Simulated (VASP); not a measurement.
Wanted: the native input for a VASP 6.6.1 run.

```yaml
Task: relaxation of cell and atoms
Functional: PBE
Potentials_or_basis: VASP PAW PBE potentials, release 64 (Si, Ge_d)
Cutoff: 600 eV
k_mesh: 8 × 8 × 8
Occupations: gaussian, width 0.1 eV
Spin: no spin polarisation
Dipole_correction: no
Further_INCAR_settings: ALGO = Normal; EDIFF = 1e-07; IBRION = 2; EDIFFG = -0.01; NSW = 100; ISIF = 3
```

The structure of Si3Ge lies in POSCAR:

```
Si3Ge
1.0
    5.0609668746      0.0000000000      0.0000000000
    0.0000000000      5.0609668746      0.0000000000
    0.0000000000      0.0000000000      5.0609668746
Si Ge
6 2
Direct
    0.5000000000      0.2500000000      0.0000000000
    0.5000000000      0.7500000000      0.0000000000
    0.2500000000      0.0000000000      0.5000000000
    0.7500000000      0.0000000000      0.5000000000
    0.0000000000      0.5000000000      0.2500000000
    0.0000000000      0.5000000000      0.7500000000
    0.5000000000      0.5000000000      0.5000000000
    0.0000000000      0.0000000000      0.0000000000
```

The cell was built from a structure type or drawn by symmetry, and may not be a known phase.

One way to write it, as run:

INCAR

```
SYSTEM = Si3Ge
PREC = Accurate
ENCUT = 600
EDIFF = 1E-7
ISMEAR = 0
SIGMA = 0.1
LREAL = .False.
LASPH = .True.
NELM = 80
ALGO = Normal
ISIF = 3
LWAVE = .False.
LCHARG = .False.
GGA = PE
IBRION = 2
NSW = 100
EDIFFG = -0.01
```

KPOINTS

```
regular mesh
0
Gamma
  8 8 8
  0 0 0
```

Potentials or basis: VASP PAW PBE potentials, release 64 (Si, Ge_d).

Run with:

```console
$ cat potpaw_PBE.64/Si/POTCAR potpaw_PBE.64/Ge_d/POTCAR > POTCAR
$ mpirun -np 1 vasp_std > vasp.out
```

Results of the run:

| Property | Result |
| --- | --- |
| Relaxed volume | 16.36 Å³/atom |
| Relaxed cell | a = 5.078 Å, b = 5.078 Å, c = 5.078 Å, α = 90.00°, β = 90.00°, γ = 90.00° |
| Space group after relaxing (to 0.1 Å) | Pm-3n (No. 223) |
| Energy gained by relaxing | 0.3 meV/atom |
| Ionic steps | 2 |
| Pressure after relaxing | -0.1 GPa |
| Band gap on the k mesh | zero (bands 26 and 27 overlap by 2.50 eV) |

Wall time 2.2 min on 1 thread of Intel(R) Xeon(R) 6975P-C (Granite Rapids), on a shared host, peak memory 0.33 GiB.
